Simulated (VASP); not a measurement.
# NaH (R3m) in VASP: a series of runs

NaH is run at these levels: PBE, r2SCAN, HSE06; tasks: single point.

All numbers are computed with VASP 6.6.1; they aren't measurements. Logs are shortened: lines on timing, memory, paths and dates and some standing lists are left out, and cuts for length are marked.

## Step 1: The cell of the first run

It takes space group R3m (No. 160, trigonal). The conventional cell has a = 3.850 Å, b = 3.850 Å, c = 8.780 Å, α = 90.00°, β = 90.00°, γ = 120.00°. Na (site symmetry 3m) has 4 H at 2.28 to 2.32 Å within 3.0 Å. H (site symmetry 3m) has 4 Na at 2.28 to 2.32 Å within 3.0 Å.

## Step 2: Single point, PBE (epitaxial 111 strain +4.8%)

Contents of INCAR:

```
PREC     = Accurate       # precision mode
ENCUT    = 520            # plane-wave cutoff, eV
EDIFF    = 1E-6           # SCF threshold, eV
ISMEAR   = -1             # smearing method
SIGMA    = 0.02           # smearing width, eV
LREAL    = False          # projectors in reciprocal space
LASPH    = True           # aspherical terms in the spheres
NELM     = 80             # most SCF steps
ALGO     = Normal         # electronic algorithm
ISIF     = 2              # what is computed and relaxed
LWAVE    = False          # write WAVECAR
LCHARG   = False          # write CHGCAR
GGA      = PE             # functional
NBANDS   = 11             # bands
```

Contents of KPOINTS:

```
Automatic mesh
0
Gamma
  8 8 8
```

Contents of POSCAR:

```
NaH
1.0
   -0.1250305024      2.5970618674      2.5970618674
    2.5970618674     -0.1250305024      2.5970618674
    2.5970618674      2.5970618674     -0.1250305024
Na H
1 1
Direct
   -0.0047037300     -0.0047037300     -0.0047037300
    0.2547037300      0.2547037300      0.2547037300
```

Potentials or basis: VASP PAW PBE potentials, release 64 (Na_pv, H).

Launch:

```console
> cat potpaw_PBE.64/Na_pv/POTCAR potpaw_PBE.64/H/POTCAR > POTCAR
> mpirun -np 1 vasp_std > vasp.out
```

OUTCAR:

```text
PREC = Accurate
   ENCUT = 520
   EDIFF = 1E-6
   ISMEAR = -1
   LREAL = False
   LASPH = True
   NELM = 80
   ISIF = 2
   GGA = PE

 ion  position               nearest neighbor table
   1  0.995  0.995  0.995-
   2  0.255  0.255  0.255-

  LATTYP: Found a trigonal (rhomboedric) cell.
 ALAT       =     3.6749276609
 COS(alpha) =     0.4513339006

  Lattice vectors:

 A1 = (  -0.1250305024,   2.5970618674,   2.5970618674)
 A2 = (   2.5970618674,  -0.1250305024,   2.5970618674)
 A3 = (   2.5970618674,   2.5970618674,  -0.1250305024)

Analysis of symmetry for initial positions (statically):
=====================================================================
 Subroutine PRICEL returns:
 Original cell was already a primitive cell.

 Routine SETGRP: Setting up the symmetry group for a
 trigonal (rhombohedral) supercell.

 Subroutine GETGRP returns: Found  6 space group operations
 (whereof  6 operations were pure point group operations)
 out of a pool of 12 trial point group operations.

The static configuration has the point symmetry C_3v.

Analysis of symmetry for dynamics (positions and initial velocities):
=====================================================================
 Subroutine PRICEL returns:
 Original cell was already a primitive cell.

 Routine SETGRP: Setting up the symmetry group for a
 trigonal (rhombohedral) supercell.

 Subroutine GETGRP returns: Found  6 space group operations
 (whereof  6 operations were pure point group operations)
 out of a pool of 12 trial point group operations.

The dynamic configuration has the point symmetry C_3v.

 Subroutine INISYM returns: Found  6 space group operations
 (whereof  6 operations are pure point group operations),
 and found     1 'primitive' translations

----------------------------------------------------------------------------------------

                                     Primitive cell

  volume of cell :      37.5609

  direct lattice vectors                    reciprocal lattice vectors
    -0.125030502  2.597061867  2.597061867    -0.179151661  0.188212801  0.188212801
     2.597061867 -0.125030502  2.597061867     0.188212801 -0.179151661  0.188212801
     2.597061867  2.597061867 -0.125030502     0.188212801  0.188212801 -0.179151661

  length of vectors
     3.674927661  3.674927661  3.674927661     0.320847993  0.320847993  0.320847993

  position of ions in fractional coordinates (direct lattice)
     0.995296270  0.995296270  0.995296270
     0.254703730  0.254703730  0.254703730

  ion indices of the primitive-cell ions
   primitive index   ion index
                 1           1
                 2           2

----------------------------------------------------------------------------------------

 KPOINTS: Automatic mesh

Automatic generation of k-mesh.
 Grid dimensions read from file:
 generate k-points for:    8    8    8

 Generating k-lattice:

  Cartesian coordinates                     Fractional coordinates (reciprocal lattice)
    -0.022393958  0.023526600  0.023526600     0.125000000  0.000000000  0.000000000
     0.023526600 -0.022393958  0.023526600     0.000000000  0.125000000  0.000000000
     0.023526600  0.023526600 -0.022393958     0.000000000  0.000000000  0.125000000

  Length of vectors
     0.040105999  0.040105999  0.040105999

  Shift w.r.t. Gamma in fractional coordinates (k-lattice)
     0.000000000  0.000000000  0.000000000

 Subroutine IBZKPT returns following result:
 ===========================================

 Found     65 irreducible k-points:

 Following reciprocal coordinates:
            Coordinates               Weight
  0.000000  0.000000  0.000000      1.000000
  0.125000  0.000000  0.000000      6.000000
  0.250000  0.000000  0.000000      6.000000
  0.375000  0.000000  0.000000      6.000000
  0.500000  0.000000  0.000000      3.000000
  0.125000  0.125000  0.000000      6.000000
[... 16 lines left out ...]
  0.250000  0.125000  0.125000      6.000000
  0.375000  0.125000  0.125000      6.000000
 [... further k-points ...]
   k-points           NKPTS =     65   k-points in BZ     NKDIM =     65   number of bands    NBANDS=     11
   number of dos      NEDOS =    301   number of ions     NIONS =      2
   total plane-waves  NPLWV =  21952
   dimension x,y,z NGX =    28 NGY =   28 NGZ =   28
   dimension x,y,z NGXF=    56 NGYF=   56 NGZF=   56
   ions per type =               1   1
   NGX,Y,Z   is equivalent  to a cutoff of  12.67, 12.67, 12.67 a.u.
   NGXF,Y,Z  is equivalent  to a cutoff of  25.33, 25.33, 25.33 a.u.
 SYSTEM =  unknown system
   PREC   = accura    normal or accurate (medium, high low for compatibility)
   ISTART =      0    job   : 0-new  1-cont  2-samecut
   ICHARG =      2    charge: 1-file 2-atom 10-const
   ISPIN  =      1    spin polarized calculation?
   LNONCOLLINEAR =      F non collinear calculations
   LSORBIT =      F    spin-orbit coupling
   LASPH  =      T    aspherical Exc in radial PAW
   ENCUT  =  520.0 eV  38.22 Ry    6.18 a.u.   6.83  6.83  6.83*2*pi/ulx,y,z
   NELM   =     80;   NELMIN=  2; NELMDL= -5     # of ELM steps
   EDIFF  = 0.1E-05   stopping-criterion for ELM
   LREAL  =      F    real-space projection
   EDIFFG = 0.1E-04   stopping-criterion for IOM
   NSW    =      0    number of steps for IOM
   IBRION =     -1    ionic relax: 0-MD 1-quasi-New 2-CG
   NFREE  =      0    steps in history (QN), initial steepest desc. (CG)
   ISIF   =      2    stress and relaxation
   ISYM   =      2    0-nonsym 1-usesym 2-fastsym
   POTIM  = 0.5000    time-step for ionic-motion
   TEBEG  =    0.0;   TEEND  =   0.0 temperature during run
   PSTRESS=    0.0 pullay stress
   NELECT =       8.0000    total number of electrons
   NUPDOWN=      -1.0000    fix difference up-down
   EMIN   =  10.00;   EMAX   =-10.00  energy-range for DOS
   EFERMI =   0.00;   METHOD = LEGACY
   ISMEAR =    -1;   SIGMA  =   0.02  broadening in eV -4-tet -1-fermi 0-gaus
   EFERMI_NEDOS =   21; number of points for ismear=-14 and -15
   IALGO  =     38    algorithm
   IMIX   =      4    mixing-type and parameters
     AMIX     =   0.40;   BMIX     =  1.00
     AMIX_MAG =   1.60;   BMIX_MAG =  1.00
  volume/ion in A,a.u.               =      18.78       126.74
  Fermi-wavevector in a.u.,A,eV,Ry     =   0.977671  1.847531 13.005006  0.955841
  Thomas-Fermi vector in A             =   2.108387
   LORBIT       =      0    0 simple, 1 ext, 2 COOP (PROOUT), +10 PAW based schemes
   GGA     = PE    functional components
   LHFCALC =     F    Hartree Fock is set to
   AEXX    =    0.0000 exact exchange contribution
   IVDW    =     0    specifies the selected vdW correction
   LEPSILON=     F    determine dielectric tensor
   LRPA    =     F    only Hartree local field effects (RPA)
 non-spin polarized calculation
  energy-cutoff  :      520.00
  volume of cell :       37.56
 maximum number of plane-waves:      1031
   NGX = 13   NGY = 13   NGZ = 13

 number of electron       8.0000001 magnetization

 Free energy of the ion-electron system (eV)
  ---------------------------------------------------
  ext. energy  EPLUGINS =         0.00000000
  ---------------------------------------------------
  free energy    TOTEN  =        -4.97534736 eV

  energy without entropy =       -4.97534736  energy(sigma->0) =       -4.97534736

 E-fermi :  -1.6180     XC(G=0):  -6.6675

 val. band max:       -2.0577867345   @ k =  -0.2500   0.5000   0.2500
 cond. band min:       1.3793282294   @ k =   0.5000   0.0000   0.0000
 fundamental gap:      3.4371149639
 Fermi energy:        -1.6180051402

 k-point     1 :       0.0000    0.0000    0.0000
  band No.  band energies     occupation
      1     -24.2008      2.00000
      2     -24.1951      2.00000
      3     -24.1951      2.00000
      4      -4.7280      2.00000
      5       5.7527      0.00000
      6      10.4432      0.00000
      7      10.4432      0.00000
      8      11.6537      0.00000
      9      12.7824      0.00000
     10      12.7824      0.00000
     11      14.3748      0.00000

 k-point     2 :       0.1250    0.0000    0.0000
  band No.  band energies     occupation
      1     -24.2034      2.00000
      2     -24.1985      2.00000
      3     -24.1956      2.00000
      4      -4.5295      2.00000
      5       5.1072      0.00000
      6       9.7630      0.00000
      7      10.2393      0.00000
      8      11.2019      0.00000
      9      13.3557      0.00000
     10      13.9794      0.00000
     11      14.6151      0.00000

 k-point     3 :       0.2500    0.0000    0.0000
  band No.  band energies     occupation
      1     -24.2148      2.00000
      2     -24.2016      2.00000
      3     -24.1967      2.00000
      4      -3.9724      2.00000
      5       3.6184      0.00000
      6       8.8559      0.00000
      7       9.9937      0.00000
      8      10.8930      0.00000
      9      13.0068      0.00000
     10      13.4112      0.00000
     11      14.2660      0.00000

 k-point     4 :       0.3750    0.0000    0.0000
  band No.  band energies     occupation
      1     -24.2273      2.00000
      2     -24.2034      2.00000
      3     -24.1978      2.00000
      4      -3.2227      2.00000
      5       2.0953      0.00000
      6       8.3562      0.00000
      7       9.9640      0.00000
      8      10.6812      0.00000
      9      11.8787      0.00000
     10      12.4875      0.00000
     11      13.5498      0.00000

 k-point     5 :       0.5000    0.0000    0.0000
  band No.  band energies     occupation
      1     -24.2324      2.00000
      2     -24.2042      2.00000
      3     -24.1983      2.00000
      4      -2.7918      2.00000
      5       1.3793      0.00000
      6       8.2044      0.00000
      7      10.0349      0.00000
      8      10.6168      0.00000
      9      11.4096      0.00000
     10      12.1532      0.00000
     11      13.2536      0.00000
[... 211 lines left out ...]
 k-point    21 :       0.5000    0.5000    0.0000
  band No.  band energies     occupation
      1     -24.2357      2.00000
      2     -24.2094      2.00000
      3     -24.2079      2.00000
      4      -2.1317      2.00000
      5       2.8678      0.00000
      6       5.1738      0.00000
      7       6.8512      0.00000
      8       7.8460      0.00000
      9       9.7526      0.00000
     10      17.7556      0.00000
     11      19.6982      0.00000

 k-point    22 :       0.1250    0.1250    0.1250
  band No.  band energies     occupation
      1     -24.2071      2.00000
      2     -24.1962      2.00000
      3     -24.1962      2.00000
      4      -4.5006      2.00000
      5       5.2601      0.00000
      6      10.1032      0.00000
      7      10.1032      0.00000
      8      10.6912      0.00000
      9      13.5237      0.00000
     10      13.5237      0.00000
     11      14.1822      0.00000

 k-point    23 :       0.2500    0.1250    0.1250
  band No.  band energies     occupation
      1     -24.2135      2.00000
      2     -24.2000      2.00000
      3     -24.1963      2.00000
      4      -4.1645      2.00000
      5       4.4704      0.00000
      6       8.6180      0.00000
      7      10.5276      0.00000
      8      10.9151      0.00000
      9      12.6091      0.00000
     10      13.1584      0.00000
     11      13.4983      0.00000

 k-point    24 :       0.3750    0.1250    0.1250
  band No.  band energies     occupation
      1     -24.2233      2.00000
      2     -24.2046      2.00000
      3     -24.1974      2.00000
      4      -3.5225      2.00000
      5       3.0943      0.00000
      6       7.5812      0.00000
      7      10.2979      0.00000
      8      10.5142      0.00000
      9      12.1440      0.00000
     10      12.3797      0.00000
     11      14.4125      0.00000

 [... further k-points ...]

------------------------ aborting loop because EDIFF is reached ----------------------------------------

  FORCE on cell =-STRESS in cart. coord.  units (eV):
  Direction    XX          YY          ZZ          XY          YZ          ZX
  --------------------------------------------------------------------------------------
  -------------------------------------------------------------------------------------
  Total       -0.2157596     -0.2157596     -0.2157596      0.1250893      0.1250893      0.1250893
  in kB       -9.2033239     -9.2033239     -9.2033239      5.3357395      5.3357395      5.3357395
  external PRESSURE =      -9.2033239 kB  Pullay stress =       0.0000000 kB

 VOLUME and BASIS-vectors are now :
 -----------------------------------------------------------------------------
  energy-cutoff  :      520.00
  volume of cell :       37.56
      direct lattice vectors                 reciprocal lattice vectors
    -0.125030502  2.597061867  2.597061867    -0.179151661  0.188212801  0.188212801
     2.597061867 -0.125030502  2.597061867     0.188212801 -0.179151661  0.188212801
     2.597061867  2.597061867 -0.125030502     0.188212801  0.188212801 -0.179151661

 POSITION                                       TOTAL-FORCE (eV/Angst)
 -----------------------------------------------------------------------------------
      5.04525      5.04525      5.04525         0.004553      0.004553      0.004553
      1.29112      1.29112      1.29112        -0.004553     -0.004553     -0.004553
 -----------------------------------------------------------------------------------
    total drift:                               -0.000022     -0.000022     -0.000023

  FREE ENERGIE OF THE ION-ELECTRON SYSTEM (eV)
  ---------------------------------------------------
  free  energy   TOTEN  =        -4.9753473584 eV

  energy  without entropy=       -4.9753473584  energy(sigma->0) =       -4.97534736
```

Run time: 10 s. Hardware: 1 thread of Intel Xeon 6975P-C (Granite Rapids), shared host; peak memory 0.16 GiB.

What came out:

```yaml
Free_energy: -4.9753 eV
Pressure: -0.9 GPa
Largest_force: 0.008 eV/Å
Band_gap_on_the_k_mesh: 3.44 eV (least direct gap 4.17 eV)
```

Forces on the atoms (eV/Å):
```
Na   0.005  0.005  0.005
H   -0.005 -0.005 -0.005
```

Caveat: the cell differs from its parent crystal (epitaxial 111 strain +4.8%); the structure was generated, so it needn't be the stable form of NaH.

## Step 3: Single point, r2SCAN (epitaxial 111 strain +4.8%)

POSCAR is that of step 2.

Contents of INCAR.step1:

```
SYSTEM = NaH
PREC = Accurate ; ENCUT = 520
ISMEAR = 0 ; SIGMA = 0.01
LREAL = .False. ; LASPH = .True.
NELM = 80 ; NBANDS = 11
GGA = PE ; ALGO = Normal
EDIFF = 1E-4 ; LWAVE = .True.
LCHARG = .False.
```

Contents of INCAR.step2:

```
SYSTEM = NaH
PREC = Accurate ; ENCUT = 520
EDIFF = 1E-6 ; ISMEAR = 0
SIGMA = 0.01 ; LREAL = .False.
LASPH = .True. ; NELM = 80
ALGO = Normal ; ISIF = 2
LWAVE = .False. ; LCHARG = .True.
METAGGA = R2SCAN ; LMIXTAU = .True.
LELF = .True. ; LVHAR = .True.
NBANDS = 11 ; ISTART = 1
```

Contents of KPOINTS:

```
Automatic mesh
0
Gamma
  8 8 8
  0 0 0
```

Potentials or basis: VASP PAW PBE potentials, release 64 (Na_pv, H).

Launch:

```console
> cat potpaw_PBE.64/Na_pv/POTCAR potpaw_PBE.64/H/POTCAR > POTCAR
> cp INCAR.step1 INCAR
> mpirun -np 1 vasp_std > vasp.out
> cp INCAR.step2 INCAR
> mpirun -np 1 vasp_std > vasp.out
```

Wall time 52 s (1 thread of Intel Xeon 6975P-C (Granite Rapids), shared host); peak memory 0.17 GiB.

It converged, with:

- Free energy: -7.4383 eV
- Pressure: -1.2 GPa
- Largest force: 0.005 eV/Å
- Band gap on the k mesh: 3.87 eV (least direct gap 4.59 eV)

Forces on the atoms (eV/Å):
```
Na   0.003  0.003  0.003
H   -0.003 -0.003 -0.003
```

Stress tensor (GPa, compression positive):
```
-1.20  0.53  0.53
 0.53 -1.20  0.53
 0.53  0.53 -1.20
```

Levels at points of the mesh, in eV from the valence-band top:
| k point | band 1 | band 2 | band 3 | band 4 | band 5 | band 6 | band 7 | band 8 |
| --- | --- | --- | --- | --- | --- | --- | --- | --- |
| (0.00, 0.00, 0.00) | -22.94 | -22.93 | -22.93 | -2.63 | 8.42 | 12.96 | 12.96 | 14.22 |
| (0.50, 0.00, 0.00) | -22.97 | -22.94 | -22.94 | -0.72 | 3.87 | 11.12 | 12.63 | 13.24 |
| (0.50, 0.50, 0.00) | -22.97 | -22.95 | -22.95 | -0.07 | 5.44 | 7.68 | 9.50 | 10.53 |
| (0.50, 0.50, 0.50) | -22.98 | -22.94 | -22.94 | -0.42 | 4.31 | 10.82 | 12.18 | 12.18 |

Caveat: the cell differs from its parent crystal (epitaxial 111 strain +4.8%); the structure was generated, so it needn't be the stable form of NaH; the PAW data sets were made with another functional, which shifts forces and pressure a little. A k mesh can miss the band edges.

(Continued in part 2 of 2.)
